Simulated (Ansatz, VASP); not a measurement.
# Cu, level by level in two programs

```
CELL_PARAMETERS angstrom
0.00000 1.81947 1.81947
1.81947 0.00000 1.81947
1.81947 1.81947 0.00000
ATOMIC_POSITIONS crystal
Cu 0.00000 0.00000 0.00000
```

Single points on this cell with VASP 6.6.1 and Ansatz 0.2.0. Each row is one pair of runs. Alike in all rows: spin: off; smearing: fermi-dirac, width 0.05 eV.

```tsv
level	k mesh	VASP's potentials, cutoff	Ansatz's potentials, cutoff	gap on the k mesh at the Fermi level (eV), VASP	gap on the k mesh at the Fermi level (eV), Ansatz	pressure (GPa), VASP	pressure (GPa), Ansatz
PBE exchange alone	13 × 13 × 13	VASP PAW PBE potentials, release 64 (Cu), 600 eV	Ansatz PAW, 420 eV	none	none	20.1	19.8
LDA	13 × 13 × 13	VASP PAW LDA potentials, release 64 (Cu), 600 eV	JTH PAW LDA, 1350 eV	none	none	-14.1	-14.7
PBE0	8 × 8 × 8	VASP PAW PBE potentials, release 64 (Cu), 520 eV	Ansatz PAW, 420 eV	none	none	-0.3	-0.1
HSE06	8 × 8 × 8	VASP PAW PBE potentials, release 64 (Cu), 520 eV	Ansatz PAW, 420 eV	none	none	0.3	0.1
```

Pressure (GPa): the two programs differ by at most 0.65.

VASP's potentials hold 11 valence electrons a cell and Ansatz's 19, so a difference there can come from the potentials and not from the codes.

A gap of «none» marks a metal or a gap that the smearing closes.

The k mesh is coarse in some rows, so the values compare programs but aren't converged.
